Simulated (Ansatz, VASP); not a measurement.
TiO2 in VASP and in Ansatz

```
Ti O
1.0
     2.83143   -2.67125   -0.02017
     2.83143    2.67125   -0.02017
    -2.79346    0.00000    4.81205
Ti O
2 4
Direct
  0.12497 0.87503 0.25000
  0.87503 0.12497 0.75000
  0.33228 0.08225 0.66454
  0.66772 0.91775 0.33546
  0.91775 0.66772 0.83546
  0.08225 0.33228 0.16454
```

Change from the starting cell: strain +0.0600 x Voigt [1, 0, 0, 0, 0, 0], atoms carried along.

Alike in both runs: task single point; functional r2SCAN; k mesh 6 × 6 × 6; occupations gaussian, width 0.05 eV; no spin polarisation.

|  | VASP | Ansatz |
| --- | --- | --- |
| version | VASP 6.6.1 | Ansatz 0.2.0 |
| potentials or method | VASP PAW PBE potentials, release 64 (Ti_sv, O), cutoff 520 eV | scalar-relativistic, plane waves, PAW |
| valence electrons in the cell | 48 | 48 |

|  | VASP | Ansatz | Ansatz less VASP |
| --- | --- | --- | --- |
| gap on the k mesh at the Fermi level (eV) | 2.38 | 2.36 | -0.022 |
| least direct gap on the mesh (eV) | 2.57 | 2.54 | -0.025 |
| pressure (GPa) | -10.4 | -11.4 | -1.01 |
| traceless stress, the component that is largest in VASP (GPa) | -5.44 | -5.46 | -0.016 |
| rms of the force components (eV/Å) | 0.014 | 0.031 | +0.0166 |

VASP's potentials were made for PBE, not for r2SCAN. Atom by atom the forces differ by 0.017 eV/Å (rms over components).
